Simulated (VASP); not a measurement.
# Sc3SiF (P6_3/mmc) in VASP: single point with PBE

Aim: the single point of Sc3SiF with PBE.

Program: VASP 6.6.1. These are calculated values, not measurements. Logs are shortened: lines on timing, memory, paths and dates and some standing lists are left out, and cuts for length are marked.

## Step 1: The cell of the first run

The structure is hexagonal, space group P6_3/mmc (No. 194). Conventional cell: a = 6.279 Å, b = 6.279 Å, c = 4.862 Å, α = 90.00°, β = 90.00°, γ = 120.00°. Sc (site symmetry mm2) has 2 F at 2.31 Å and 6 Sc at 2.87 to 3.13 Å and 4 Si at 2.94 to 3.14 Å within 3.2 Å. Within 3.9 Å of Si (site symmetry -6m2) lie 12 Sc at 2.94 to 3.14 Å and 6 F at 3.82 Å. F (site symmetry -3m) has 6 Sc at 2.31 Å and 2 F at 2.43 Å within 3.1 Å.

The cell was built from a structure type or drawn by symmetry, and may not be a known phase.

## Step 2: Single point, PBE, collinear spin

The input, INCAR:

```
SYSTEM = Sc3SiF
  PREC = Accurate
  ENCUT = 520
  EDIFF = 1E-6
  ISMEAR = 0
  SIGMA = 0.1
  LREAL = .False.
  LASPH = .True.
  NELM = 150
  ALGO = Normal
  ISIF = 2
  LWAVE = .False.
  LCHARG = .True.
  ISPIN = 2
  MAGMOM = 0 0 0 0 0 0 0 0 1 1
  LORBIT = 11
  LMAXMIX = 4
  GGA = PE
  LELF = .True.
  LVHAR = .True.
  NBANDS = 59
```

The input, KPOINTS:

```
regular mesh
0
Gamma
  3 3 4
  0 0 0
```

The input, POSCAR:

```
Sc3SiF
1.0
    6.2793305441      0.0000000000      0.0000000000
   -3.1396652720      5.4380597699      0.0000000000
    0.0000000000      0.0000000000      4.8618933067
Sc Si F
6 2 2
Direct
    0.8192458318      0.6384916636      0.2500000000
    0.8192458318      0.1807541682      0.2500000000
    0.6384916636      0.8192458318      0.7500000000
    0.1807541682      0.3615083364      0.7500000000
    0.3615083364      0.1807541682      0.2500000000
    0.1807541682      0.8192458318      0.7500000000
    0.3333333333      0.6666666667      0.2500000000
    0.6666666667      0.3333333333      0.7500000000
    0.0000000000      0.0000000000      0.5000000000
    0.0000000000      0.0000000000      0.0000000000
```

Potentials or basis: VASP PAW PBE potentials, release 64 (Sc_sv, Si, F).

Command:

```sh
$ cat potpaw_PBE.64/Sc_sv/POTCAR potpaw_PBE.64/Si/POTCAR potpaw_PBE.64/F/POTCAR > POTCAR
$ mpirun -np 1 vasp_std > vasp.out
```

OUTCAR:

```text
SYSTEM = Sc3SiF
   PREC = Accurate
   ENCUT = 520
   EDIFF = 1E-6
   ISMEAR = 0
   LREAL = .False.
   LASPH = .True.
   NELM = 150
   ISIF = 2
   ISPIN = 2
   LORBIT = 11
   GGA = PE

 ion  position               nearest neighbor table
   1  0.819  0.638  0.250-   9 2.31  10 2.31   2 2.87   5 2.87   8 2.94   8 2.94   3 3.13   3 3.13
                             6 3.13   6 3.13   7 3.14   7 3.14   2 3.41   5 3.41
   2  0.819  0.181  0.250-   9 2.31  10 2.31   1 2.87   5 2.87   8 2.94   8 2.94   3 3.13   3 3.13
                             4 3.13   4 3.13   7 3.14   7 3.14   1 3.41   5 3.41
   3  0.638  0.819  0.750-   9 2.31  10 2.31   4 2.87   6 2.87   7 2.94   7 2.94   2 3.13   2 3.13
                             1 3.13   1 3.13   8 3.14   8 3.14   4 3.41   6 3.41
   4  0.181  0.362  0.750-   9 2.31  10 2.31   6 2.87   3 2.87   7 2.94   7 2.94   5 3.13   5 3.13
                             2 3.13   2 3.13   8 3.14   8 3.14   6 3.41   3 3.41
   5  0.362  0.181  0.250-   9 2.31  10 2.31   1 2.87   2 2.87   8 2.94   8 2.94   6 3.13   6 3.13
                             4 3.13   4 3.13   7 3.14   7 3.14   1 3.41   2 3.41
   6  0.181  0.819  0.750-   9 2.31  10 2.31   4 2.87   3 2.87   7 2.94   7 2.94   5 3.13   5 3.13
                             1 3.13   1 3.13   8 3.14   8 3.14   4 3.41   3 3.41
   7  0.333  0.667  0.250-   6 2.94   6 2.94   4 2.94   4 2.94   3 2.94   3 2.94   5 3.14   1 3.14
                             2 3.14   2 3.14   5 3.14   1 3.14
   8  0.667  0.333  0.750-   2 2.94   2 2.94   1 2.94   1 2.94   5 2.94   5 2.94   3 3.14   4 3.14
                             6 3.14   6 3.14   3 3.14   4 3.14
   9  0.000  0.000  0.500-   1 2.31   4 2.31   2 2.31   6 2.31   5 2.31   3 2.31
  10  0.000  0.000  0.000-   1 2.31   4 2.31   2 2.31   6 2.31   5 2.31   3 2.31

  LATTYP: Found a hexagonal cell.
 ALAT       =     6.2793305441
 C/A-ratio  =     0.7742693704

  Lattice vectors:

 A1 = (   6.2793305441,   0.0000000000,   0.0000000000)
 A2 = (  -3.1396652720,   5.4380597699,   0.0000000000)
 A3 = (   0.0000000000,   0.0000000000,   4.8618933067)

Analysis of symmetry for initial positions (statically):
=====================================================================
 Subroutine PRICEL returns:
 Original cell was already a primitive cell.

 Routine SETGRP: Setting up the symmetry group for a
 hexagonal supercell.

 Subroutine GETGRP returns: Found 24 space group operations
 (whereof 12 operations were pure point group operations)
 out of a pool of 24 trial point group operations.

The static configuration has the point symmetry D_3d.
 The point group associated with its full space group is D_6h.

Analysis of symmetry for dynamics (positions and initial velocities):
=====================================================================
 Subroutine PRICEL returns:
 Original cell was already a primitive cell.

 Routine SETGRP: Setting up the symmetry group for a
 hexagonal supercell.

 Subroutine GETGRP returns: Found 24 space group operations
 (whereof 12 operations were pure point group operations)
 out of a pool of 24 trial point group operations.

The dynamic configuration has the point symmetry D_3d.
 The point group associated with its full space group is D_6h.

Analysis of structural, dynamic, and magnetic symmetry:
=====================================================================
 Subroutine PRICEL returns:
 Original cell was already a primitive cell.

 Routine SETGRP: Setting up the symmetry group for a
 hexagonal supercell.

 Subroutine GETGRP returns: Found 24 space group operations
 (whereof 12 operations were pure point group operations)
 out of a pool of 24 trial point group operations.

The overall configuration has the point symmetry D_3d.
 The point group associated with its full space group is D_6h.

 Subroutine INISYM returns: Found 24 space group operations
 (whereof 12 operations are pure point group operations),
 and found     1 'primitive' translations

----------------------------------------------------------------------------------------

                                     Primitive cell

  volume of cell :     166.0209

  direct lattice vectors                    reciprocal lattice vectors
     6.279330544  0.000000000  0.000000000     0.159252645  0.091944558  0.000000000
    -3.139665272  5.438059770  0.000000000     0.000000000  0.183889115  0.000000000
     0.000000000  0.000000000  4.861893307     0.000000000  0.000000000  0.205681190

  length of vectors
     6.279330544  6.279330544  4.861893307     0.183889115  0.183889115  0.205681190

  position of ions in fractional coordinates (direct lattice)
     0.819245832  0.638491664  0.250000000
     0.819245832  0.180754168  0.250000000
     0.638491664  0.819245832  0.750000000
     0.180754168  0.361508336  0.750000000
     0.361508336  0.180754168  0.250000000
     0.180754168  0.819245832  0.750000000
     0.333333333  0.666666667  0.250000000
     0.666666667  0.333333333  0.750000000
     0.000000000  0.000000000  0.500000000
     0.000000000  0.000000000  0.000000000

  ion indices of the primitive-cell ions
   primitive index   ion index
                 1           1
                 2           2
                 3           3
                 4           4
[... 36 lines left out ...]
  0.333333 -0.000000  0.000000      6.000000
  0.333333  0.333333  0.000000      2.000000
  0.000000  0.000000  0.250000      2.000000
  0.333333 -0.000000  0.250000     12.000000
  0.333333  0.333333  0.250000      4.000000
  0.000000  0.000000  0.500000      1.000000
  0.333333 -0.000000  0.500000      6.000000
  0.333333  0.333333  0.500000      2.000000
   k-points           NKPTS =      9   k-points in BZ     NKDIM =      9   number of bands    NBANDS=     59
   number of dos      NEDOS =    301   number of ions     NIONS =     10
   total plane-waves  NPLWV =  82944
   dimension x,y,z NGX =    48 NGY =   48 NGZ =   36
   dimension x,y,z NGXF=    96 NGYF=   96 NGZF=   72
   ions per type =               6   2   2
   NGX,Y,Z   is equivalent  to a cutoff of  12.71, 12.71, 12.31 a.u.
   NGXF,Y,Z  is equivalent  to a cutoff of  25.42, 25.42, 24.62 a.u.
 SYSTEM =  Sc3SiF
   PREC   = accura    normal or accurate (medium, high low for compatibility)
   ISTART =      0    job   : 0-new  1-cont  2-samecut
   ICHARG =      2    charge: 1-file 2-atom 10-const
   ISPIN  =      2    spin polarized calculation?
   LNONCOLLINEAR =      F non collinear calculations
   LSORBIT =      F    spin-orbit coupling
   LASPH  =      T    aspherical Exc in radial PAW
   ENCUT  =  520.0 eV  38.22 Ry    6.18 a.u.  11.68 11.68  9.04*2*pi/ulx,y,z
   NELM   =    150;   NELMIN=  2; NELMDL= -5     # of ELM steps
   EDIFF  = 0.1E-05   stopping-criterion for ELM
   LREAL  =      F    real-space projection
   EDIFFG = 0.1E-04   stopping-criterion for IOM
   NSW    =      0    number of steps for IOM
   IBRION =     -1    ionic relax: 0-MD 1-quasi-New 2-CG
   NFREE  =      0    steps in history (QN), initial steepest desc. (CG)
   ISIF   =      2    stress and relaxation
   ISYM   =      2    0-nonsym 1-usesym 2-fastsym
   POTIM  = 0.5000    time-step for ionic-motion
   TEBEG  =    0.0;   TEEND  =   0.0 temperature during run
   PSTRESS=    0.0 pullay stress
   NELECT =      88.0000    total number of electrons
   NUPDOWN=      -1.0000    fix difference up-down
   EMIN   =  10.00;   EMAX   =-10.00  energy-range for DOS
   EFERMI =   0.00;   METHOD = LEGACY
   ISMEAR =     0;   SIGMA  =   0.10  broadening in eV -4-tet -1-fermi 0-gaus
   EFERMI_NEDOS =   21; number of points for ismear=-14 and -15
   IALGO  =     38    algorithm
   IMIX   =      4    mixing-type and parameters
     AMIX     =   0.40;   BMIX     =  1.00
     AMIX_MAG =   1.60;   BMIX_MAG =  1.00
  volume/ion in A,a.u.               =      16.60       112.04
  Fermi-wavevector in a.u.,A,eV,Ry     =   1.324895  2.503689 23.882944  1.755347
  Thomas-Fermi vector in A             =   2.454396
   LORBIT       =     11    0 simple, 1 ext, 2 COOP (PROOUT), +10 PAW based schemes
   GGA     = PE    functional components
   LHFCALC =     F    Hartree Fock is set to
   AEXX    =    0.0000 exact exchange contribution
   IVDW    =     0    specifies the selected vdW correction
   LEPSILON=     F    determine dielectric tensor
   LRPA    =     F    only Hartree local field effects (RPA)
 spin polarized calculation
 Gauss-broadening in eV      SIGMA  =   0.10
  energy-cutoff  :      520.00
  volume of cell :      166.02
 maximum number of plane-waves:      4518
 NGX is ok and might be reduce to    48
   NGX = 23   NGY = 23   NGZ = 19

 number of electron      87.9999976 magnetization       0.0039366

 Free energy of the ion-electron system (eV)
  ---------------------------------------------------
  ext. energy  EPLUGINS =         0.00000000
  ---------------------------------------------------
  free energy    TOTEN  =       -63.72390234 eV

  energy without entropy =      -63.67457037  energy(sigma->0) =      -63.69923635

 E-fermi :   6.2716     XC(G=0): -10.7989

 val. band max:        6.2685638865   @ k =   0.3333   0.3333   0.5000
 cond. band min:       6.2921626204   @ k =   0.3333  -0.0000   0.0000
 fundamental gap:      0.0235987339
 Fermi energy:         6.2716201744

 spin component 1

 k-point     1 :       0.0000    0.0000    0.0000
  band No.  band energies     occupation
      1     -43.3394      1.00000
      2     -43.2635      1.00000
      3     -43.2426      1.00000
      4     -43.2426      1.00000
      5     -43.2074      1.00000
      6     -43.2074      1.00000
[... 520 lines left out ...]
     55       7.8603      0.00000
     56       7.8603      0.00000
 Fermi energy:         6.2716201744

 spin component 2

 k-point     1 :       0.0000    0.0000    0.0000
  band No.  band energies     occupation
      1     -43.3391      1.00000
      2     -43.2632      1.00000
      3     -43.2423      1.00000
      4     -43.2423      1.00000
      5     -43.2071      1.00000
      6     -43.2071      1.00000
[... 520 lines left out ...]
     55       7.8608      0.00000
     56       7.8608      0.00000
 [bands above 56 left out]

------------------------ aborting loop because EDIFF is reached ----------------------------------------

  FORCE on cell =-STRESS in cart. coord.  units (eV):
  Direction    XX          YY          ZZ          XY          YZ          ZX
  --------------------------------------------------------------------------------------
  -------------------------------------------------------------------------------------
  Total        0.4867966      0.4867966     -0.0270081      0.0000000      0.0000000      0.0000000
  in kB        4.6978087      4.6978087     -0.2606407      0.0000000      0.0000000      0.0000000
  external PRESSURE =       3.0449923 kB  Pullay stress =       0.0000000 kB

 VOLUME and BASIS-vectors are now :
 -----------------------------------------------------------------------------
  energy-cutoff  :      520.00
  volume of cell :      166.02
      direct lattice vectors                 reciprocal lattice vectors
     6.279330544  0.000000000  0.000000000     0.159252645  0.091944558  0.000000000
    -3.139665272  5.438059770  0.000000000     0.000000000  0.183889115  0.000000000
     0.000000000  0.000000000  4.861893307     0.000000000  0.000000000  0.205681190

 POSITION                                       TOTAL-FORCE (eV/Angst)
 -----------------------------------------------------------------------------------
      3.13967      3.47216      1.21547        -0.000000     -0.022893     -0.000000
      4.57681      0.98295      1.21547        -0.019826      0.011447      0.000000
      1.43714      4.45511      3.64642        -0.019826     -0.011447     -0.000000
      0.00000      1.96590      3.64642         0.000000      0.022893      0.000000
      1.70252      0.98295      1.21547         0.019826      0.011447      0.000000
     -1.43714      4.45511      3.64642         0.019826     -0.011447     -0.000000
     -0.00000      3.62537      1.21547         0.000000     -0.000000      0.000000
      3.13967      1.81269      3.64642         0.000000      0.000000      0.000000
      0.00000      0.00000      2.43095         0.000000      0.000000      0.000000
      0.00000      0.00000      0.00000         0.000000      0.000000      0.000000
 -----------------------------------------------------------------------------------
    total drift:                               -0.000001      0.000000     -0.000000

  FREE ENERGIE OF THE ION-ELECTRON SYSTEM (eV)
  ---------------------------------------------------
  free  energy   TOTEN  =       -63.7239023378 eV

  energy  without entropy=      -63.6745703715  energy(sigma->0) =      -63.69923635

 total charge

# of ion       s       p       d       tot
------------------------------------------
    1        2.210   6.112   1.211   9.533
    2        2.210   6.112   1.211   9.533
    3        2.210   6.112   1.211   9.533
    4        2.210   6.112   1.211   9.533
    5        2.210   6.112   1.211   9.533
    6        2.210   6.112   1.211   9.533
    7        0.731   0.840   0.000   1.572
    8        0.731   0.840   0.000   1.572
    9        1.741   4.387   0.000   6.128
   10        1.741   4.387   0.000   6.128
--------------------------------------------------
tot         18.204  47.126   7.267  72.597

 magnetization (x)

# of ion       s       p       d       tot
------------------------------------------
    1        0.000   0.000   0.000   0.000
    2        0.000   0.000   0.000   0.000
    3        0.000   0.000   0.000   0.000
    4        0.000   0.000   0.000   0.000
    5        0.000   0.000   0.000   0.000
    6        0.000   0.000   0.000   0.000
    7       -0.000  -0.000   0.000  -0.000
    8       -0.000  -0.000   0.000  -0.000
    9        0.000   0.000   0.000   0.000
   10        0.000   0.000   0.000   0.000
--------------------------------------------------
tot          0.000   0.000   0.002   0.002
```

Run time: 6.4 min. Hardware: 1 thread of Intel Xeon 8259CL, shared host; peak memory 0.41 GiB.

Results:

| Item | Value |
| --- | --- |
| Free energy | -63.7239 eV |
| Pressure | 0.3 GPa |
| Largest force | 0.023 eV/Å |
| Band gap on the k mesh | zero (filled and empty bands overlap) |
| Net moment | 0.00 μB per cell |
| Valence electrons inside the program's atomic spheres | Sc 9.53; Si 1.57; F 6.13 |

Forces on the atoms (eV/Å):
```
Sc   0.000 -0.023  0.000
Sc  -0.020  0.011  0.000
Sc  -0.020 -0.011  0.000
Sc   0.000  0.023  0.000
Sc   0.020  0.011  0.000
Sc   0.020 -0.011  0.000
Si   0.000  0.000  0.000
Si   0.000  0.000  0.000
F    0.000  0.000  0.000
F    0.000  0.000  0.000
```

Stress tensor (GPa, compression positive):
```
 0.47  0.00  0.00
 0.00  0.47  0.00
 0.00  0.00 -0.03
```

Caveat: the k points lie up to 0.39 Å⁻¹ apart, too coarse for converged energies and pressures of a metal.
